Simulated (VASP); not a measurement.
Runs of VASP 6.6.1 on In. The structure is that of space group I4/mmm (No. 139), or close to it. The cells are those of the table. 

```tsv
cell	further INCAR settings	gap on the mesh (eV)	pressure (GPa)
a = 3.390 Å, angles 125.2, 125.2, 81.3°, 1 atom	ALGO = Fast; EDIFF = 1e-06; NBANDS = 12	none	4.2
a = 3.466 Å, angles 126.5, 126.5, 79.1°, 1 atom	ALGO = Fast; EDIFF = 1e-06; NBANDS = 12	none	2.5
a = 3.436 Å, angles 118.5, 118.5, 92.6°, 1 atom	ALGO = Fast; EDIFF = 1e-06; NBANDS = 12	none	-2.0
a = 3.369 Å, angles 117.2, 117.2, 95.0°, 1 atom	ALGO = Fast; EDIFF = 1e-06; NBANDS = 12	none	-0.7
a = 3.525 Å, angles 125.1, 125.1, 81.4°, 1 atom	ALGO = Fast; EDIFF = 1e-06; NBANDS = 12	none	-0.9
a = 3.648 Å, angles 122.4, 122.4, 85.8°, 1 atom	ALGO = Fast; EDIFF = 1e-07; NBANDS = 12	none	-4.1
a = 3.302 Å, angles 118.4, 118.4, 92.8°, 1 atom	ALGO = Fast; EDIFF = 1e-06; NBANDS = 12	none	(a)
a = 3.513 Å, angles 122.4, 122.4, 85.8°, 1 atom	ALGO = Fast; EDIFF = 1e-06; NBANDS = 12	none	(b)
a = 3.586 Å, angles 123.7, 123.7, 83.7°, 1 atom	ALGO = Fast; EDIFF = 1e-07; NBANDS = 12	none	-2.9
a = 3.451 Å, angles 123.8, 123.8, 83.6°, 1 atom	ALGO = Fast; EDIFF = 1e-07; NBANDS = 12	none	0.4
```

Alike in all rows: task single point; level PBE; potentials or basis VASP PAW PBE potentials, release 64 (In_d); no spin polarisation; k mesh 20 × 20 × 20; cutoff (eV) 520; smearing gaussian 0.15 eV.

Q: Estimate the missing entries.

A: (a) 2.2; (b) -2.1.

Caveats: spin-orbit coupling is left out, which moves the levels of the heavy elements; the cell stands under pressure (at least some runs); the cell stands under tension (at least some runs).

A k mesh can miss the band edges, and the runs leave out spin-orbit coupling on In.

A gap of «none» marks levels without a gap at the run's occupations.
